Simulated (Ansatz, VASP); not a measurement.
## CaSe in VASP and in Ansatz

The input INCAR:

```
SYSTEM = CaSe
ALGO     = Normal         ! electronic algorithm
EDIFF    = 1E-7           ! SCF threshold, eV
ENCUT    = 520            ! plane-wave cutoff, eV
GGA      = PE             ! functional
ISIF     = 2              ! what is computed and relaxed
ISMEAR   = -1             ! smearing method
LASPH    = .True.         ! aspherical terms in the spheres
LCHARG   = .False.        ! write CHGCAR
LREAL    = .False.        ! projectors in reciprocal space
LWAVE    = .False.        ! write WAVECAR
NBANDS   = 15             ! bands
NELM     = 60             ! most SCF steps
PREC     = Accurate       ! precision mode
SIGMA    = 0.02           ! smearing width, eV
```

Contents of KPOINTS:

```
k-points
0
Gamma
  8 8 8
  0 0 0
```

The input POSCAR:

```
CaSe
1.0
    0.0000000000      3.0565611621      3.0565611621
    3.0565611621      0.0000000000      3.0565611621
    3.0565611621      3.0565611621      0.0000000000
Ca Se
1 1
Direct
    0.0000000000      0.0000000000      0.0000000000
    0.5000000000      0.5000000000      0.5000000000
```

Input for Ansatz:

```yaml
crystal:
  lattice:
    - [0.0, 3.0565611621, 3.0565611621]
    - [3.0565611621, 0.0, 3.0565611621]
    - [3.0565611621, 3.0565611621, 0.0]
  atoms:
    - { symbol: Ca, position: [0.0, 0.0, 0.0] }
    - { symbol: Se, position: [0.5, 0.5, 0.5] }
kpoints:
  mp_grid: { grid: [8, 8, 8] }
  band_path:
    path:
      - [0.0, 0.0, 0.0]
      - [0.5, 0.0, 0.5]
      - [0.625, 0.25, 0.625]
      - [0.375, 0.375, 0.75]
      - [0.5, 0.5, 0.5]
      - [0.5, 0.25, 0.75]
      - [0.0, 0.5, 0.5]
    npoints: 1
hamiltonian:
  xc: pbe
scf:
  occupations: { method: fermi_dirac, width: 0.02 }
  n_extra_bands: 4
output:
  forces: true
  stress: true
  eigenvalues: true
```

Change from the starting cell: hydrostatic strain +3.0%.

Alike in both runs: task single point; functional PBE; k mesh 8 × 8 × 8; occupations fermi-dirac, width 0.02 eV; no spin polarisation.

|  | VASP | Ansatz |
| --- | --- | --- |
| version | VASP 6.6.1 | Ansatz 0.2.0 |
| potentials or method | VASP PAW PBE potentials, release 64 (Ca_sv, Se) | plane waves, PAW |
| plane-wave cutoff (eV) | 520 | 420 |
| valence electrons in the cell | 16 | 26 |

VASP gave:

```
gap on the k mesh at the Fermi level (eV) : 2.23
pressure (GPa)                            : -3.0
```

Problem. Which values does Ansatz return?

Solution. gap on the k mesh at the Fermi level (eV): 2.23; pressure (GPa): -3.1.

VASP's potentials hold 16 valence electrons a cell and Ansatz's 26, so a difference there can come from the potentials and not from the codes.
